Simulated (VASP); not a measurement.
Write the native input for VASP 6.6.1 that does the following.

| Item | Value |
| --- | --- |
| Task | single point |
| Functional | PBEsol |
| Potentials or basis | VASP PAW PBE potentials, release 64 (Cu, N, O) |
| Cutoff | 520 eV |
| k mesh | 3 × 3 × 1 |
| Occupations | fermi-dirac, width 0.1 eV |
| Spin | no spin polarisation |
| Dipole correction | no |
| Further INCAR settings | LREAL = Auto; ALGO = Normal; EDIFF = 1e-07; NBANDS = 108 |

The structure of Cu16NO lies in POSCAR:

```
Cu16NO
1.0
    5.1053110000      0.0000000000      0.0000000000
    2.5526550000      4.4213290000      0.0000000000
    0.0000000000      0.0000000000     17.2527030000
Cu N O
16 1 1
Direct
    0.0000000000      0.0000000000      0.0579619000
    0.5000000000      0.0000000000      0.0579619000
    0.0000000000      0.5000000000      0.0579619000
    0.5000000000      0.5000000000      0.0579619000
    0.1644826765      0.1677564825      0.1742255377
    0.6648300899      0.1666764672      0.1746985769
    0.1635051955      0.6682447459      0.1747513354
    0.6648310175      0.6684913794      0.1746988472
   -0.1690740183      0.3345350111      0.2897451992
    0.3278816473      0.3343285935      0.2900068897
   -0.1713981174      0.8357011112      0.2937016881
    0.3278814875      0.8377809088      0.2900064689
   -0.0098340104     -0.0017659776      0.4101233541
    0.4972716758      0.0013594407      0.4106318072
   -0.0098321577      0.5115954994      0.4101208396
    0.4942450269      0.5028724529      0.4039477334
    0.1504406431      0.1747766224      0.4821759633
    0.1501605336      0.1749641404      0.5519429076
```

One way to write it, as run:

INCAR

```
ALGO = Normal
EDIFF = 1E-7
ENCUT = 520
GGA = PS
ISIF = 2
ISMEAR = -1
LASPH = T
LCHARG = F
LREAL = Auto
LWAVE = F
NBANDS = 108
NELM = 60
PREC = Accurate
SIGMA = 0.1
```

KPOINTS

```
k-points
0
Gamma
  3 3 1
```

Potentials or basis: VASP PAW PBE potentials, release 64 (Cu, N, O).

The run is started by

```sh
$ cat potpaw_PBE.64/Cu/POTCAR potpaw_PBE.64/N/POTCAR potpaw_PBE.64/O/POTCAR > POTCAR
$ mpirun -np 1 vasp_std > vasp.out
```

Results of the run:

| Property | Result |
| --- | --- |
| Largest force | 0.953 eV/Å |
| Band gap on the k mesh | zero (an odd number of electrons rules out a gap without spin polarisation) |

Caveat: the k points lie up to 0.47 Å⁻¹ apart, too coarse for converged energies and pressures of a metal; the standard files for N, O and F lose accuracy on very short bonds; there is no dipole correction, which matters where the two faces differ; the PAW data sets were made with another functional, which shifts forces and pressure a little.

Run time: 15 min on 1 thread of Intel(R) Xeon(R) Platinum 8259CL CPU @ 2.50GHz (Skylake/Cascade Lake), on a shared host, peak memory 0.54 GiB.
